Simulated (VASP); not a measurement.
# InP (Fm-3m) in VASP: a series of runs, part 2 of 2

VASP 6.6.1.

## 4. Vibrations by perturbation theory, LDA

This run uses another cell than the first one, of 17.03 Å³/atom.

INCAR

```
SYSTEM = InP
ALGO = Normal
EDIFF = 1E-8
ENCUT = 520
GGA = CA
IBRION = 8
ISIF = 2
ISMEAR = -1
LASPH = .TRUE.
LCHARG = .FALSE.
LREAL = .FALSE.
LWAVE = .FALSE.
NBANDS = 16
NELM = 100
NSW = 1
PREC = Accurate
SIGMA = 0.15
```

KPOINTS

```
k-points
0
G
  14 14 14
  0 0 0
```

POSCAR

```
InP
1.0
    0.0000000000      2.5725881249      2.5725881249
    2.5725881249      0.0000000000      2.5725881249
    2.5725881249      2.5725881249      0.0000000000
In P
1 1
Direct
    0.0000000000      0.0000000000      0.0000000000
    0.5000000000      0.5000000000      0.5000000000
```

Potentials or basis: VASP PAW LDA potentials, release 64 (In_d, P).

Run with:

```sh
$ cat potpaw_LDA.64/In_d/POTCAR potpaw_LDA.64/P/POTCAR > POTCAR
$ mpirun -np 1 vasp_std > vasp.out
```

OUTCAR:

```text
SYSTEM = InP
   EDIFF = 1E-8
   ENCUT = 520
   GGA = CA
   IBRION = 8
   ISIF = 2
   ISMEAR = -1
   LASPH = .TRUE.
   LREAL = .FALSE.
   NELM = 100
   NSW = 1
   PREC = Accurate

 ion  position               nearest neighbor table
   1  0.000  0.000  0.000-   2 2.57   2 2.57   2 2.57   2 2.57   2 2.57   2 2.57
   2  0.500  0.500  0.500-   1 2.57   1 2.57   1 2.57   1 2.57   1 2.57   1 2.57

  LATTYP: Found a face centered cubic cell.
 ALAT       =     5.1451762498

  Lattice vectors:

 A1 = (   0.0000000000,   2.5725881249,   2.5725881249)
 A2 = (   2.5725881249,   0.0000000000,   2.5725881249)
 A3 = (   2.5725881249,   2.5725881249,   0.0000000000)

Analysis of symmetry for initial positions (statically):
=====================================================================
 Subroutine PRICEL returns:
 Original cell was already a primitive cell.

 Routine SETGRP: Setting up the symmetry group for a
 face centered cubic supercell.

 Subroutine GETGRP returns: Found 48 space group operations
 (whereof 48 operations were pure point group operations)
 out of a pool of 48 trial point group operations.

The static configuration has the point symmetry O_h .

Analysis of symmetry for dynamics (positions and initial velocities):
=====================================================================
 Subroutine PRICEL returns:
 Original cell was already a primitive cell.

 Routine SETGRP: Setting up the symmetry group for a
 face centered cubic supercell.

[... 640 lines left out ...]
      2.57259      2.57259      2.57259         0.000000      0.000000     -0.000000
 -----------------------------------------------------------------------------------
    total drift:                               -0.000000      0.000000      0.000000

  FREE ENERGIE OF THE ION-ELECTRON SYSTEM (eV)
  ---------------------------------------------------
  free  energy   TOTEN  =        -9.0402024023 eV

  energy  without entropy=       -8.9836147662  energy(sigma->0) =       -9.01190858

[... ionic steps 2 to 3 ...]

--------------------------------------- Ionic step        4  -------------------------------------------

------------------------ aborting loop because EDIFF is reached ----------------------------------------

[... ionic steps 5 to 6 ...]

--------------------------------------- Ionic step        7  -------------------------------------------

 Free energy of the ion-electron system (eV)
  ---------------------------------------------------
  ---------------------------------------------------
  free energy    TOTEN  =        -0.04767142 eV

  energy without entropy =       -0.04767141

------------------------ aborting loop because EDIFF is reached ----------------------------------------

 INTERNAL STRAIN TENSOR  FOR ION    2  DIRECTION 1   (eV/Angst):
 -----------------------------------------------------------------------------
    -0.06553  0.00000  0.00000
     0.00000  0.03754  0.00000
    -0.00000  0.00000  0.03754

 INTERNAL STRAIN TENSOR FOR ION    2 for displacements in x,y,z  (eV/Angst):
          X           Y           Z          XY          YZ          ZX
  --------------------------------------------------------------------------------
  x     0.00000     0.00000     0.00000     0.00000     0.00000     0.00000
  y     0.00000     0.00000     0.00000     0.00000     0.00000     0.00000
  z     0.00000     0.00000     0.00000     0.00000     0.00000     0.00000

 SECOND DERIVATIVES (NOT SYMMETRIZED)
 ------------------------------------
               1X          1Y          1Z          2X          2Y          2Z
  1X    -6.383003    0.000000    0.000000    6.383003    0.000000    0.000000
  1Y     0.000000   -6.383003    0.000000    0.000000    6.383003    0.000000
  1Z     0.000000    0.000000   -6.383003    0.000000    0.000000    6.383003
  2X     6.370871    0.000000    0.000000   -6.370871    0.000000    0.000000
  2Y     0.000000    6.370871    0.000000    0.000000   -6.370871    0.000000
  2Z     0.000000    0.000000    6.370871    0.000000    0.000000   -6.370871

 Eigenvectors and eigenvalues of the dynamical matrix
 ----------------------------------------------------

   1 f  =    7.990987 THz    50.208849 2PiTHz  266.550620 cm-1    33.048050 meV
             X         Y         Z           dx          dy          dz
      0.000000  0.000000  0.000000     0.000000    0.000000   -0.461269
      2.572588  2.572588  2.572588     0.000000    0.000000    0.887260
[... 21 lines left out ...]
   6 f/i=    0.003111 THz     0.019546 2PiTHz    0.103767 cm-1     0.012865 meV
             X         Y         Z           dx          dy          dz
      0.000000  0.000000  0.000000     0.098323    0.876920   -0.092601
      2.572588  2.572588  2.572588     0.051116    0.455893   -0.048141

--------------------------------------------------------------------------------------------------------

 ELASTIC MODULI CONTR FROM IONIC RELAXATION (kBar)
 Direction    XX          YY          ZZ          XY          YZ          ZX
 --------------------------------------------------------------------------------
 XX           0.0000      0.0000      0.0000      0.0000      0.0000      0.0000
 YY           0.0000      0.0000      0.0000      0.0000      0.0000      0.0000
 ZZ           0.0000      0.0000      0.0000      0.0000      0.0000      0.0000
 XY           0.0000      0.0000      0.0000      0.0000      0.0000      0.0000
 YZ           0.0000      0.0000      0.0000      0.0000      0.0000      0.0000
 ZX           0.0000      0.0000      0.0000      0.0000      0.0000      0.0000
 --------------------------------------------------------------------------------
```

OSZICAR:

```text
N       E                     dE             d eps       ncg     rms          rms(c)
DAV:   1     0.109841171767E+03    0.10984E+03   -0.84682E+03  3360   0.141E+03
DAV:   2    -0.286417729708E+01   -0.11271E+03   -0.10782E+03  3752   0.323E+02
DAV:   3    -0.928144532355E+01   -0.64173E+01   -0.63444E+01  4280   0.721E+01
[... 47 lines left out ...]
RMM:   8    -0.476712471939E-01   -0.80497E-06   -0.93723E-08 16010   0.121E-03    0.167E-03
RMM:   9    -0.476707533380E-01    0.49386E-06    0.22575E-07 15127   0.523E-04    0.177E-04
RMM:  10    -0.476714205063E-01   -0.66717E-06    0.77363E-08 15584   0.200E-04    0.122E-04
RMM:  11    -0.476714349697E-01   -0.14463E-07   -0.59224E-08 15981   0.854E-05    0.908E-05
RMM:  12    -0.476714151919E-01    0.19778E-07   -0.28418E-08 15462   0.404E-05    0.238E-05
RMM:  13    -0.476714166689E-01   -0.14770E-08   -0.24555E-08 15750   0.234E-05    0.211E-06
 Linear response finished
```

stdout:

```text
POSCAR found type information on POSCAR InP
 POSCAR found :  2 types and       2 ions
 scaLAPACK will be used
 LDA part: xc-table for (Slater(with rela. corr.)+CA(PZ))
 , standard interpolation
 POSCAR, INCAR and KPOINTS ok, starting setup
 FFT: planning ... GRIDC
 FFT: planning ... GRID_SOFT
 FFT: planning ... GRID
 WAVECAR not read
 entering main loop
 Linear response reoptimize wavefunctions to high precision
 Linear response DOF=           2
 Linear response progress:
 first order change of Fermi-energy  -0.55266E-03
 force on displaced ion       1 direction 1 :  -6.383   0.000   0.000
 Linear response progress:
 first order change of Fermi-energy   0.16164E-02
 force on displaced ion       2 direction 1 :  -6.371   0.000   0.000
 Linear response finished
```

Wall time 12 min (1 thread of Intel Xeon 8259CL, shared host); peak memory 0.43 GiB.

Results:

```yaml
Highest_phonon_frequency_at_Γ_LO-TO_splitting_left_out: 267 cm⁻¹
```

Phonon frequencies in cm⁻¹ (negative: imaginary):
```
              q point        frequencies
(0.000, 0.000, 0.000)  0 0 0 267 267 267
```

Caveat: the cell stands under pressure or tension, which shifts response properties; spin-orbit coupling is left out, which moves the levels of the heavy elements.
